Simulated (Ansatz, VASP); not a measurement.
## One calculation of BN, two programs

File POSCAR:

```
BN
1.0
    2.5009753125      0.0000000000      0.0000000000
   -1.2504876563      2.1659081548      0.0000000000
    0.0000000000      0.0000000000      6.8741616654
B N
2 2
Direct
    0.4671237469      0.7646080470      0.2500000000
    0.6666666667      0.3333333333      0.7500000000
    0.3333333333      0.6666666667      0.7500000000
    0.6666666667      0.3333333333      0.2500000000
```

Contents of INCAR.step1:

```
ALGO = Normal
EDIFF = 1E-4
ENCUT = 520
GGA = PE
ISMEAR = 0
LASPH = True
LCHARG = False
LREAL = False
LWAVE = True
NBANDS = 16
NELM = 60
PREC = Accurate
SIGMA = 0.05
```

Contents of INCAR.step2:

```
ALGO = Normal
EDIFF = 1E-6
ENCUT = 520
ISIF = 2
ISMEAR = 0
ISTART = 1
LASPH = True
LCHARG = False
LMIXTAU = True
LREAL = False
LWAVE = False
METAGGA = R2SCAN
NBANDS = 16
NELM = 60
PREC = Accurate
SIGMA = 0.05
```

Contents of KPOINTS:

```
k-points
0
Gamma
  12 12 4
```

Input for Ansatz:

```yaml
crystal:
  lattice:
    - [2.5009753125, 0.0, 0.0]
    - [-1.2504876563, 2.1659081548, 0.0]
    - [0.0, 0.0, 6.8741616654]
  atoms:
    - { symbol: B, position: [0.4671237469, 0.764608047, 0.25] }
    - { symbol: B, position: [0.6666666667, 0.3333333333, 0.75] }
    - { symbol: "N", position: [0.3333333333, 0.6666666667, 0.75] }
    - { symbol: "N", position: [0.6666666667, 0.3333333333, 0.25] }
basis:
  ecutwfc: 500
kpoints:
  mp_grid: { grid: [12, 12, 4] }
hamiltonian:
  xc: r2scan
scf:
  occupations: { method: gaussian, width: 0.05 }
output:
  forces: true
  stress: true
  eigenvalues: true
  write_density: true
  write_potential: true
  elf: true
  volumetric_format: npy
```

Alike in both runs: task single point; functional r2SCAN; k mesh 12 × 12 × 4; occupations gaussian, width 0.05 eV; no spin polarisation.

|  | VASP | Ansatz |
| --- | --- | --- |
| version | VASP 6.6.1 | Ansatz 0.2.0 |
| potentials or method | VASP PAW PBE potentials, release 64 (B, N), cutoff 520 eV | scalar-relativistic, plane waves, PAW |
| valence electrons in the cell | 16 | 16 |

VASP gave:

```
gap on the k mesh at the Fermi level (eV)                     : 2.47
least direct gap on the mesh (eV)                             : 3.58
pressure (GPa)                                                : 13.4
traceless stress, the component that is largest in VASP (GPa) : 20.71
rms of the force components (eV/Å)                            : 3.916
```

**Question.** What did Ansatz give for the same quantities?

**Answer.** gap on the k mesh at the Fermi level (eV): 2.43; least direct gap on the mesh (eV): 3.59; pressure (GPa): 13.2; traceless stress, the component that is largest in VASP (GPa): 20.51; rms of the force components (eV/Å): 3.937.

VASP's potentials were made for PBE, not for r2SCAN. Atom by atom the forces differ by 0.029 eV/Å (rms over components). The functional is the same, so the differences come from potentials, cutoffs and numerics.
